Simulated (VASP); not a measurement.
Write the native input for VASP 6.6.1 that does the following.

```
Task                   : single point
Functional             : PBE
Potentials or basis    : VASP PAW PBE potentials, release 64 (K_sv, Br)
Cutoff                 : 520 eV
k mesh                 : 6 × 6 × 6
Occupations            : gaussian, width 0.02 eV
Spin                   : no spin polarisation
Dipole correction      : no
Further INCAR settings : ALGO = Normal; EDIFF = 1e-06; NBANDS = 15
```

The structure of KBr lies in POSCAR:

```
KBr
1.0
   -0.2634000000      3.4225866750      3.4225866750
    3.1591866750      0.0000000000      3.1591866750
    3.1591866750      3.1591866750      0.0000000000
K Br
1 1
Direct
    0.0000000000      0.0000000000      0.0000000000
    0.5000000000      0.5000000000      0.5000000000
```

This cell differs from its parent crystal: strained.

These files were run (other wordings do the same):

INCAR

```
PREC     = Accurate       # precision mode
ENCUT    = 520            # plane-wave cutoff, eV
EDIFF    = 1E-6           # SCF threshold, eV
ISMEAR   = 0              # smearing method
SIGMA    = 0.02           # smearing width, eV
LREAL    = False          # projectors in reciprocal space
LASPH    = True           # aspherical terms in the spheres
NELM     = 60             # most SCF steps
ALGO     = Normal         # electronic algorithm
ISIF     = 2              # what is computed and relaxed
LWAVE    = False          # write WAVECAR
LCHARG   = False          # write CHGCAR
GGA      = PE             # functional
NBANDS   = 15             # bands
```

KPOINTS

```
Automatic mesh
0
Gamma
  6 6 6
```

Potentials or basis: VASP PAW PBE potentials, release 64 (K_sv, Br).

Run with:

```sh
$ cat potpaw_PBE.64/K_sv/POTCAR potpaw_PBE.64/Br/POTCAR > POTCAR
$ mpirun -np 1 vasp_std > vasp.out
```

It gave:

| Quantity | Value |
| --- | --- |
| Pressure | 0.9 GPa |
| Band gap on the k mesh | 4.29 eV, direct |

Caveat: the cell differs from its parent crystal (strained).

It took 14 s on 1 thread of Intel(R) Xeon(R) 6975P-C (Granite Rapids), on a shared host, peak memory 0.21 GiB.
